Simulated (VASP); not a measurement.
# Ag: relaxation of shape and atoms at fixed volume with PBE

Crystal: Ag.

```
CELL_PARAMETERS angstrom
2.62023 0.00000 0.00000
-1.31011 2.26918 0.00000
0.00000 0.00000 2.54849
ATOMIC_POSITIONS crystal
Ag 0.00000 0.00000 0.00000
```

- Program: VASP 6.6.1
- Task: relaxation of shape and atoms at fixed volume
- Functional: PBE
- Potentials or basis: VASP PAW PBE potentials, release 64 (Ag)
- Cutoff: 600 eV
- k mesh: 15 × 15 × 14
- Occupations: fermi-dirac, width 0.08 eV
- Spin: no spin polarisation
- Dipole correction: no
- Further INCAR settings: ALGO = Normal; EDIFF = 1e-06; IBRION = 2; EDIFFG = -0.005; NSW = 50; ISIF = 4

```
Energy gained by relaxing : 1.5 meV/atom
Ionic steps               : 3
Pressure after relaxing   : 38.0 GPa
```

Step by step:
| step | energy change (eV) | largest force (eV/Å) | pressure (GPa) | volume (Å³) |
| --- | --- | --- | --- | --- |
| 1 | 0.0000 | 0.0000 | 38.17 | 15.15 |
| 2 | 0.0018 | 0.0000 | 38.03 | 15.15 |
| 3 | -0.0015 | 0.0000 | 38.04 | 15.15 |

Final structure:
```
Ag
1.0
     2.62842    0.00000    0.00000
    -1.31421    2.27628    0.00000
     0.00000    0.00000    2.53263
Ag
1
Direct
  0.00000 0.00000 0.00000
```

Levels at points of the mesh, in eV from the Fermi level:
```tsv
k point	band 4	band 5	band 6	band 7	band 8	band 9
(0.00, 0.00, 0.00)	-5.34	-2.85	-2.85	15.14	16.73	21.67
(0.00, 0.00, 0.50)	-4.21	-4.21	-1.77	2.63	19.98	23.07
```

It took 33 s on 1 thread of Intel(R) Xeon(R) Platinum 8259CL CPU @ 2.50GHz (Skylake/Cascade Lake), on a shared host, peak memory 0.17 GiB.
